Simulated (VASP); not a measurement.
CdSe, 2 atoms in the cell. It takes space group F-43m (No. 216, cubic). Conventional cell: a = 5.884 Å, b = 5.884 Å, c = 5.884 Å, α = 90.00°, β = 90.00°, γ = 90.00°. Cd (site symmetry -43m) has 4 Se at 2.55 Å within 3.4 Å. Within 3.4 Å of Se (site symmetry -43m) lie 4 Cd at 2.55 Å. 

```yaml
Program: VASP 6.6.1
Task: single point
Functional: PBEsol
Dispersion: D4
Potentials_or_basis: VASP PAW PBE potentials, release 64 (Cd, Se)
Cutoff: 520 eV
k_mesh: 5 × 5 × 5
Occupations: gaussian, width 0.3 eV
Spin: no spin polarisation
Dipole_correction: no
Further_INCAR_settings: ALGO = Normal; EDIFF = 1e-07; NBANDS = 16
```

Potentials or basis: VASP PAW PBE potentials, release 64 (Cd, Se).

Launch:

```bash
$ cat potpaw_PBE.64/Cd/POTCAR potpaw_PBE.64/Se/POTCAR > POTCAR
$ mpirun -np 1 vasp_std > vasp.out
```

Hardware: 1 thread of Intel Xeon 6975P-C (shared host).

Task: Estimate the wall time of this run.

Result: It took 7 s on 1 thread of Intel Xeon 6975P-C, on a shared host, peak memory 0.17 GiB. Counts: scf iterations 14, k points 10.
